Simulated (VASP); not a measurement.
A run of VASP 6.6.1 is set up as follows.

The input INCAR:

```
PREC = Accurate
ENCUT = 600
EDIFF = 1E-6
ISMEAR = 0
SIGMA = 0.1
LREAL = False
LASPH = True
NELM = 80
ALGO = Fast
ISIF = 3
LWAVE = False
LCHARG = False
GGA = PE
IBRION = 2
NSW = 90
EDIFFG = -0.04
```

File KPOINTS:

```
Automatic mesh
0
Gamma
  6 6 6
```

The input POSCAR:

```
TiSn5
1.0
    2.8048910338      1.6194045934      5.8329052175
   -2.8048910338      1.6194045934      5.8329052175
    0.0000000000     -3.2388091869      5.8329052175
Ti Sn
1 5
Direct
    0.0000000000      0.0000000000      0.0000000000
    0.6744707151      0.6744707151      0.6744707151
    0.3255292849      0.3255292849      0.3255292849
    0.8406430544      0.8406430544      0.8406430544
    0.1593569456      0.1593569456      0.1593569456
    0.5000000000      0.5000000000      0.5000000000
```

Potentials or basis: VASP PAW PBE potentials, release 64 (Ti_sv, Sn_d).

Run with:

```bash
$ cat potpaw_PBE.64/Ti_sv/POTCAR potpaw_PBE.64/Sn_d/POTCAR > POTCAR
$ mpirun -np 1 vasp_std > vasp.out
```

Problem. What does it give for the relaxed cell?

Solution. a = 6.729 Å, b = 6.729 Å, c = 6.729 Å, α = 48.54°, β = 48.54°, γ = 48.54°.

Problem. What does it give for the relaxed volume?

Solution. 26.15 Å³/atom.

Problem. Estimate the band gap on the k mesh.

Solution. Zero (bands 41 and 42 overlap by 1.43 eV).

Final structure:
```xyz
6
Lattice="2.7656 1.5967 5.9225 -2.7656 1.5967 5.9225 0.0000 -3.1935 5.9225" Properties=species:S:1:pos:R:3 pbc="T T T"
Ti    0.0000    0.0000    0.0000
Sn    0.0000    0.0000   11.9662
Sn    0.0000    0.0000    5.8013
Sn    0.0000    0.0000   14.9458
Sn    0.0000    0.0000    2.8217
Sn    0.0000    0.0000    8.8838
```

Caveat: spin-orbit coupling is left out, which moves the levels of the heavy elements.
